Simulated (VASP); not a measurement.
# MnHg (P4/mmm) in VASP: single point with PBE

Aim: the single point of MnHg with PBE.

Program: VASP 6.6.1. These are calculated values, not measurements. Logs are shortened: lines on timing, memory, paths and dates and some standing lists are left out, and cuts for length are marked.

**1. The cell of the first run**

The structure is tetragonal, space group P4/mmm (No. 123). Conventional cell: a = 3.288 Å, b = 3.288 Å, c = 3.313 Å, α = 90.00°, β = 90.00°, γ = 90.00°. Within 3.8 Å of Mn (site symmetry 4/mmm) lie 8 Hg at 2.85 Å and 6 Mn at 3.29 to 3.31 Å. Within 3.8 Å of Hg (site symmetry 4/mmm) lie 8 Mn at 2.85 Å and 6 Hg at 3.29 to 3.31 Å.

**2. Single point, PBE**

File INCAR:

```
ALGO     = Normal         # electronic algorithm
EDIFF    = 1E-7           # SCF threshold, eV
ENCUT    = 520            # plane-wave cutoff, eV
GGA      = PE             # functional
ISIF     = 2              # what is computed and relaxed
ISMEAR   = -1             # smearing method
LASPH    = True           # aspherical terms in the spheres
LCHARG   = False          # write CHGCAR
LREAL    = False          # projectors in reciprocal space
LWAVE    = False          # write WAVECAR
NBANDS   = 33             # bands
NELM     = 60             # most SCF steps
PREC     = Accurate       # precision mode
SIGMA    = 0.05           # smearing width, eV
```

File KPOINTS:

```
k-points
0
Gamma
  11 11 6
```

File POSCAR:

```
MnHg
1.0
    3.2880000000      0.0000000000      0.0000000000
    0.0000000000      3.2880000000      0.0000000000
    0.0000000000      0.0000000000      6.6260000000
Mn Hg
2 2
Direct
    0.5000000000      0.5000000000      0.2500000000
    0.5000000000      0.5000000000      0.7500000000
    0.0000000000      0.0000000000      0.0000000000
    0.0000000000      0.0000000000      0.5000000000
```

Potentials or basis: VASP PAW PBE potentials, release 64 (Mn_pv, Hg).

The run is started by

```console
> cat potpaw_PBE.64/Mn_pv/POTCAR potpaw_PBE.64/Hg/POTCAR > POTCAR
> mpirun -np 1 vasp_std > vasp.out
```

OUTCAR:

```text
EDIFF = 1E-7
   ENCUT = 520
   GGA = PE
   ISIF = 2
   ISMEAR = -1
   LASPH = True
   LREAL = False
   NELM = 60
   PREC = Accurate

 ion  position               nearest neighbor table
   1  0.500  0.500  0.250-   3 2.85   4 2.85   3 2.85   4 2.85   3 2.85   4 2.85   3 2.85   4 2.85

   2  0.500  0.500  0.750-   3 2.85   4 2.85   3 2.85   4 2.85   3 2.85   4 2.85   3 2.85   4 2.85

   3  0.000  0.000  0.000-   1 2.85   2 2.85   1 2.85   2 2.85   1 2.85   2 2.85   1 2.85   2 2.85
                             4 3.31   4 3.31
   4  0.000  0.000  0.500-   1 2.85   2 2.85   1 2.85   2 2.85   1 2.85   2 2.85   1 2.85   2 2.85
                             3 3.31   3 3.31
[... 7 lines left out ...]
 A1 = (   3.2880000000,   0.0000000000,   0.0000000000)
 A2 = (   0.0000000000,   3.2880000000,   0.0000000000)
 A3 = (   0.0000000000,   0.0000000000,   6.6260000000)

Analysis of symmetry for initial positions (statically):
=====================================================================
 Subroutine PRICEL returns following result:

  LATTYP: Found a simple tetragonal cell.
 ALAT       =     3.2880000000
 C/A-ratio  =     1.0076034063

  Lattice vectors:

 A1 = (   3.2880000000,   0.0000000000,   0.0000000000)
 A2 = (   0.0000000000,   3.2880000000,   0.0000000000)
 A3 = (   0.0000000000,   0.0000000000,   3.3130000000)

   2 primitive cells build up your supercell.

 Routine SETGRP: Setting up the symmetry group for a
 simple tetragonal supercell.

 Subroutine GETGRP returns: Found 16 space group operations
 (whereof 16 operations were pure point group operations)
 out of a pool of 16 trial point group operations.

The static configuration has the point symmetry D_4h.

Analysis of symmetry for dynamics (positions and initial velocities):
=====================================================================
 Subroutine PRICEL returns following result:

  LATTYP: Found a simple tetragonal cell.
 ALAT       =     3.2880000000
 C/A-ratio  =     1.0076034063

  Lattice vectors:

 A1 = (   3.2880000000,   0.0000000000,   0.0000000000)
 A2 = (   0.0000000000,   3.2880000000,   0.0000000000)
 A3 = (   0.0000000000,   0.0000000000,   3.3130000000)

   2 primitive cells build up your supercell.

 Routine SETGRP: Setting up the symmetry group for a
 simple tetragonal supercell.

 Subroutine GETGRP returns: Found 16 space group operations
[... 99 lines left out ...]
   LSORBIT =      F    spin-orbit coupling
   LASPH  =      T    aspherical Exc in radial PAW
   ENCUT  =  520.0 eV  38.22 Ry    6.18 a.u.   6.11  6.11 12.32*2*pi/ulx,y,z
   NELM   =     60;   NELMIN=  2; NELMDL= -5     # of ELM steps
   EDIFF  = 0.1E-06   stopping-criterion for ELM
   LREAL  =      F    real-space projection
   EDIFFG = 0.1E-05   stopping-criterion for IOM
   NSW    =      0    number of steps for IOM
   IBRION =     -1    ionic relax: 0-MD 1-quasi-New 2-CG
   NFREE  =      0    steps in history (QN), initial steepest desc. (CG)
   ISIF   =      2    stress and relaxation
   ISYM   =      2    0-nonsym 1-usesym 2-fastsym
   POTIM  = 0.5000    time-step for ionic-motion
   TEBEG  =    0.0;   TEEND  =   0.0 temperature during run
   PSTRESS=    0.0 pullay stress
   NELECT =      50.0000    total number of electrons
   NUPDOWN=      -1.0000    fix difference up-down
   EMIN   =  10.00;   EMAX   =-10.00  energy-range for DOS
   EFERMI =   0.00;   METHOD = LEGACY
   ISMEAR =    -1;   SIGMA  =   0.05  broadening in eV -4-tet -1-fermi 0-gaus
   EFERMI_NEDOS =   21; number of points for ismear=-14 and -15
   IALGO  =     38    algorithm
   IMIX   =      4    mixing-type and parameters
     AMIX     =   0.40;   BMIX     =  1.00
     AMIX_MAG =   1.60;   BMIX_MAG =  1.00
  volume/ion in A,a.u.               =      17.91       120.85
  Fermi-wavevector in a.u.,A,eV,Ry     =   1.452200  2.744260 28.693127  2.108885
  Thomas-Fermi vector in A             =   2.569610
   LORBIT       =      0    0 simple, 1 ext, 2 COOP (PROOUT), +10 PAW based schemes
   GGA     = PE    functional components
   LHFCALC =     F    Hartree Fock is set to
   AEXX    =    0.0000 exact exchange contribution
   IVDW    =     0    specifies the selected vdW correction
   LEPSILON=     F    determine dielectric tensor
   LRPA    =     F    only Hartree local field effects (RPA)
 non-spin polarized calculation
  energy-cutoff  :      520.00
  volume of cell :       71.63
 maximum number of plane-waves:      1952
   NGX = 13   NGY = 13   NGZ = 25

 number of electron      50.0000000 magnetization

 Free energy of the ion-electron system (eV)
  ---------------------------------------------------
  ext. energy  EPLUGINS =         0.00000000
  ---------------------------------------------------
  free energy    TOTEN  =       -14.20012391 eV

  energy without entropy =      -14.11380921  energy(sigma->0) =      -14.15696656

 E-fermi :   4.9160     XC(G=0): -11.8233

 val. band max:        4.9159967353   @ k =   0.2727   0.1818   0.3333
 cond. band min:       4.9261495964   @ k =   0.4545   0.2727   0.1667
 fundamental gap:      0.0101528611
 Fermi energy:         4.9160366634

 k-point     1 :       0.0000    0.0000    0.0000
  band No.  band energies     occupation
      1     -42.7505      2.00000
      2     -42.7323      2.00000
      3     -42.7310      2.00000
      4     -42.7310      2.00000
      5     -42.7300      2.00000
      6     -42.7300      2.00000
[... 853 lines left out ...]
     32      11.3050      0.00000
     33      12.0306      0.00000

 [... further k-points ...]

------------------------ aborting loop because EDIFF is reached ----------------------------------------

  FORCE on cell =-STRESS in cart. coord.  units (eV):
  Direction    XX          YY          ZZ          XY          YZ          ZX
  --------------------------------------------------------------------------------------
  -------------------------------------------------------------------------------------
  Total       -5.9396310     -5.9396310     -5.9719495      0.0000000      0.0000000      0.0000000
  in kB     -132.8479927   -132.8479927   -133.5708404      0.0000000      0.0000000      0.0000000
  external PRESSURE =    -133.0889419 kB  Pullay stress =       0.0000000 kB

 VOLUME and BASIS-vectors are now :
 -----------------------------------------------------------------------------
  energy-cutoff  :      520.00
  volume of cell :       71.63
      direct lattice vectors                 reciprocal lattice vectors
     3.288000000  0.000000000  0.000000000     0.304136253  0.000000000  0.000000000
     0.000000000  3.288000000  0.000000000     0.000000000  0.304136253  0.000000000
     0.000000000  0.000000000  6.626000000     0.000000000  0.000000000  0.150920616

 POSITION                                       TOTAL-FORCE (eV/Angst)
 -----------------------------------------------------------------------------------
      1.64400      1.64400      1.65650        -0.000000     -0.000000     -0.000000
      1.64400      1.64400      4.96950        -0.000000     -0.000000      0.000000
      0.00000      0.00000      0.00000         0.000000      0.000000      0.000000
      0.00000      0.00000      3.31300         0.000000      0.000000      0.000000
 -----------------------------------------------------------------------------------
    total drift:                                0.000000     -0.000000     -0.000000

  FREE ENERGIE OF THE ION-ELECTRON SYSTEM (eV)
  ---------------------------------------------------
  free  energy   TOTEN  =       -14.2001239148 eV

  energy  without entropy=      -14.1138092121  energy(sigma->0) =      -14.15696656
```

OSZICAR:

```text
N       E                     dE             d eps       ncg     rms          rms(c)
DAV:   1     0.545154876088E+03    0.54515E+03   -0.28142E+04  5624   0.175E+03
DAV:   2     0.103651034415E+02   -0.53479E+03   -0.51223E+03  5626   0.489E+02
DAV:   3    -0.159718904059E+02   -0.26337E+02   -0.25504E+02  6282   0.123E+02
DAV:   4    -0.163440051916E+02   -0.37211E+00   -0.37074E+00  5834   0.139E+01
DAV:   5    -0.163488761772E+02   -0.48710E-02   -0.48705E-02  6019   0.160E+00    0.150E+01
DAV:   6    -0.169448507478E+02   -0.59597E+00   -0.24887E+01  5733   0.410E+01    0.160E+01
DAV:   7    -0.143047323271E+02    0.26401E+01   -0.11767E+01  5833   0.337E+01    0.738E+00
DAV:   8    -0.142326608859E+02    0.72071E-01   -0.50031E-01  5617   0.499E+00    0.351E+00
DAV:   9    -0.142014585463E+02    0.31202E-01   -0.10542E-01  6008   0.299E+00    0.427E-01
DAV:  10    -0.142003461156E+02    0.11124E-02   -0.44162E-03  5612   0.693E-01    0.223E-01
DAV:  11    -0.142001111016E+02    0.23501E-03   -0.12527E-03  5881   0.255E-01    0.359E-02
DAV:  12    -0.142001216243E+02   -0.10523E-04   -0.13940E-04  5634   0.106E-01    0.404E-02
DAV:  13    -0.142001230708E+02   -0.14464E-05   -0.33565E-06  6016   0.156E-02    0.122E-02
DAV:  14    -0.142001238251E+02   -0.75434E-06   -0.12925E-06  5679   0.107E-02    0.266E-03
DAV:  15    -0.142001239148E+02   -0.89708E-07   -0.24851E-07  4560   0.365E-03
   1 F= -.14200124E+02 E0= -.14156967E+02  d E =-.863147E-01
```

stdout:

```text
POSCAR found type information on POSCAR MnHg
 POSCAR found :  2 types and       4 ions
 scaLAPACK will be used
 LDA part: xc-table for (Slater+PW92), standard interpolation
 POSCAR, INCAR and KPOINTS ok, starting setup
 FFT: planning ... GRIDC
 FFT: planning ... GRID_SOFT
 FFT: planning ... GRID
 WAVECAR not read
 entering main loop
```

It took 90 s on 1 thread of Oxide Virtual Turin-like, shared host; peak memory 0.26 GiB.

What came out:

- Free energy: -14.2001 eV
- Pressure: -13.3 GPa
- Band gap on the k mesh: zero (bands 25 and 26 overlap by 0.71 eV)

Caveat: the cell stands under tension; spin-orbit coupling is left out, which moves the levels of the heavy elements; the run has no spin polarisation, though such a crystal can be magnetic. Spin polarisation is off, so any magnetic state and its effect on volume and gap are missing.
